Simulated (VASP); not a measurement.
A run of VASP 6.6.1:

File INCAR:

```
PREC = Accurate
ENCUT = 520
EDIFF = 1E-7
ISMEAR = 0
SIGMA = 0.05
LREAL = F
LASPH = T
NELM = 80
ALGO = Normal
ISIF = 2
LWAVE = F
LCHARG = T
GGA = PE
LELF = T
LVHAR = T
NBANDS = 16
```

The input KPOINTS:

```
Automatic mesh
0
Gamma
  10 10 10
```

File POSCAR:

```
GaP
1.0
    0.0000000000      2.9039736071      2.6801786868
    2.6801786868      0.0000000000      2.6801786868
    2.6801786868      2.9039736071      0.0000000000
Ga P
1 1
Direct
    0.0000000000      0.0000000000      0.0000000000
    0.7500000000      0.7500000000      0.7500000000
```

Potentials or basis: VASP PAW PBE potentials, release 64 (Ga_d, P).

Launch:

```console
$ cat potpaw_PBE.64/Ga_d/POTCAR potpaw_PBE.64/P/POTCAR > POTCAR
$ mpirun -np 1 vasp_std > vasp.out
```

Hardware: 1 thread of Intel(R) Xeon(R) Platinum 8259CL CPU @ 2.50GHz (Skylake/Cascade Lake), on a shared host.

Task: How long does it take, and how much memory?

Result: Run time: 74 s on 1 thread of Intel(R) Xeon(R) Platinum 8259CL CPU @ 2.50GHz (Skylake/Cascade Lake), on a shared host, peak memory 0.21 GiB. Counts: scf iterations 14, k points 102.
